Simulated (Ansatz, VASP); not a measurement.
## Cu: VASP beside Ansatz

File INCAR:

```
PREC     = Accurate       # precision mode
ENCUT    = 520            # plane-wave cutoff, eV
EDIFF    = 1E-6           # SCF threshold, eV
ISMEAR   = 0              # smearing method
SIGMA    = 0.15           # smearing width, eV
LREAL    = False          # projectors in reciprocal space
LASPH    = True           # aspherical terms in the spheres
NELM     = 80             # most SCF steps
ALGO     = Fast           # electronic algorithm
ISIF     = 2              # what is computed and relaxed
LWAVE    = False          # write WAVECAR
LCHARG   = False          # write CHGCAR
GGA      = PE             # functional
NBANDS   = 12             # bands
```

Contents of KPOINTS:

```
regular mesh
0
Gamma
  22 22 22
```

Contents of POSCAR:

```
Cu
1.0
    0.0677812500      1.8075000000      1.8075000000
    1.8752812500      0.0000000000      1.8752812500
    1.8075000000      1.8075000000      0.0677812500
Cu
1
Direct
    0.0000000000      0.0000000000      0.0000000000
```

Input for Ansatz:

```yaml
crystal:
  lattice:
    - [0.06778125, 1.8075, 1.8075]
    - [1.87528125, 0.0, 1.87528125]
    - [1.8075, 1.8075, 0.06778125]
  atoms:
    - { symbol: Cu, position: [0.0, 0.0, 0.0] }
basis:
  ecutwfc: 420
kpoints:
  mp_grid: { grid: [22, 22, 22] }
hamiltonian:
  xc: pbe
scf:
  occupations: { method: gaussian, width: 0.15 }
output:
  forces: true
  stress: true
  eigenvalues: true
```

Change from the starting cell: strain +0.0750 x Voigt [0, 0, 0, 0, 1, 0], atoms carried along.

Alike in both runs: task single point; functional PBE; k mesh 22 × 22 × 22; occupations gaussian, width 0.15 eV; no spin polarisation.

|  | VASP | Ansatz |
| --- | --- | --- |
| version | VASP 6.6.1 | Ansatz 0.2.0 |
| potentials or method | VASP PAW PBE potentials, release 64 (Cu), cutoff 520 eV | scalar-relativistic, plane waves, PAW |
| valence electrons in the cell | 11 | 19 |

VASP gave:

| Property | Result |
| --- | --- |
| gap on the k mesh at the Fermi level (eV) | none |
| pressure (GPa) | 3.2 |
| traceless stress, the component that is largest in VASP (GPa) | -6.33 |

**Question.** Which values does Ansatz return?

**Answer.** gap on the k mesh at the Fermi level (eV): none; pressure (GPa): 2.7; traceless stress, the component that is largest in VASP (GPa): -6.34.

A gap of «none» marks a metal or a gap that the smearing closes. The functional is the same, so the differences come from potentials, cutoffs and numerics. VASP's potentials hold 11 valence electrons a cell and Ansatz's 19, so a difference there can come from the potentials and not from the codes.
